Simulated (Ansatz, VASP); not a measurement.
**Ta12AsH3 in VASP and in Ansatz**

```
Ta As H
1.0
     5.68969    0.00000    0.00000
    -1.89656    5.36430    0.00000
     0.00000    0.00000   24.14052
Ta As H
12 1 3
Direct
  0.25000 0.25000 0.33139
  0.25000 0.75000 0.33139
  0.75000 0.25000 0.33139
  0.75000 0.75000 0.33139
  0.49997 0.50004 0.42465
  0.50294 0.00090 0.42468
  0.99908 0.49707 0.42468
  0.00163 0.99840 0.42538
  0.73648 0.73356 0.52147
  0.76370 0.23627 0.52385
  0.24343 0.75659 0.51989
  0.26650 0.26352 0.52147
  0.02260 0.97741 0.59926
  0.08115 0.44730 0.56140
  0.57747 0.42264 0.56466
  0.55266 0.91884 0.56142
```

Alike in both runs: task single point; functional PBE; dispersion D3(BJ); k mesh 4 × 4 × 1; occupations gaussian, width 0.1 eV; no spin polarisation.

```csv
,VASP,Ansatz
version,VASP 6.6.1,Ansatz 0.2.0
potentials or method,"VASP PAW PBE potentials, release 64 (Ta_pv, As, H), cutoff 520 eV","scalar-relativistic, plane waves, PAW"
valence electrons in the cell,140,174
```

Ansatz gave:

- gap on the k mesh at the Fermi level (eV): none
- rms of the force components (eV/Å): 0.036
- work function, face that differs most (eV): 4.77

**Question.** Which values does VASP return?

**Answer.** gap on the k mesh at the Fermi level (eV): none; rms of the force components (eV/Å): 0.037; work function, face that differs most (eV): 4.77.

Atom by atom the forces differ by 0.008 eV/Å (rms over components). A gap of «none» marks a metal or a gap that the smearing closes. VASP's potentials hold 140 valence electrons a cell and Ansatz's 174, so a difference there can come from the potentials and not from the codes.

Neither program's run includes spin-orbit coupling.
